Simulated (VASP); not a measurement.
**CoO: single point with PBEsol**

CoO:

```
Co O
1.0
     1.52796    0.88217    2.21540
    -1.52796    0.88217    2.21540
     0.00000   -1.76433    2.21540
Co O
1 1
Direct
  0.00000 0.00000 0.00000
  0.50000 0.50000 0.50000
```

```yaml
Program: VASP 6.6.1
Task: single point
Functional: PBEsol
Potentials_or_basis: VASP PAW PBE potentials, release 64 (Co_sv, O)
Cutoff: 600 eV
k_mesh: 18 × 18 × 18
Occupations: gaussian, width 0.1 eV
Spin: collinear spin, ferromagnetic start
Starting_moments: "[2.7, 0.34] μB"
```

```yaml
Pressure: -2.8 GPa
Net_moment: 2.71 μB per cell
Site_moments: Co +2.35; O +0.27 μB
Valence_electrons_inside_the_program's_atomic_spheres: Co 14.92; O 4.98
```

Stress tensor (GPa, compression positive):
```
-2.85  0.00  0.00
 0.00 -2.85  0.00
 0.00  0.00 -2.70
```

Levels at points of the mesh, in eV from the Fermi level:
Spin up:
| k point | band 9 | band 10 | band 11 | band 12 | band 13 | band 14 | band 15 | band 16 | band 17 | band 18 |
| --- | --- | --- | --- | --- | --- | --- | --- | --- | --- | --- |
| (0.00, 0.00, 0.00) | -3.48 | -3.15 | -3.15 | -3.04 | -2.82 | 1.28 | 16.66 | 17.46 | 17.46 | 21.01 |
| (0.50, 0.00, 0.00) | -2.59 | -2.32 | -1.67 | 0.12 | 0.36 | 5.21 | 9.43 | 13.56 | 15.59 | 21.91 |
| (0.50, 0.50, 0.00) | -4.22 | -2.87 | -2.24 | -1.99 | -1.96 | 6.20 | 9.95 | 12.08 | 15.45 | 17.62 |
| (0.50, 0.50, 0.50) | -2.16 | -2.16 | -1.42 | 0.44 | 0.44 | 4.38 | 11.40 | 12.07 | 12.07 | 19.94 |
Spin down:
| k point | band 8 | band 9 | band 10 | band 11 | band 12 | band 13 |
| --- | --- | --- | --- | --- | --- | --- |
| (0.00, 0.00, 0.00) | -2.46 | -1.53 | -1.53 | -0.99 | -0.20 | -0.20 |
| (0.50, 0.00, 0.00) | -4.63 | -0.48 | -0.37 | 0.43 | 2.49 | 2.75 |
| (0.50, 0.50, 0.00) | -3.82 | -2.63 | 0.05 | 0.08 | 0.42 | 0.84 |
| (0.50, 0.50, 0.50) | -5.81 | 0.07 | 0.07 | 0.40 | 2.88 | 2.88 |

It took 3.1 min on 1 thread of Intel(R) Xeon(R) 6975P-C (Granite Rapids) (shared host), peak memory 0.48 GiB.

Caveat: the PAW data sets were made with another functional, which shifts forces and pressure a little; a cell with one magnetic atom can't hold antiferromagnetic order, which such compounds often take; semilocal functionals often make such compounds metallic where correlation or magnetic order opens a gap, which also shifts bond lengths. With open d or f shells a metallic result of PBEsol can be an artefact of self-interaction; +U or a hybrid may open a gap.
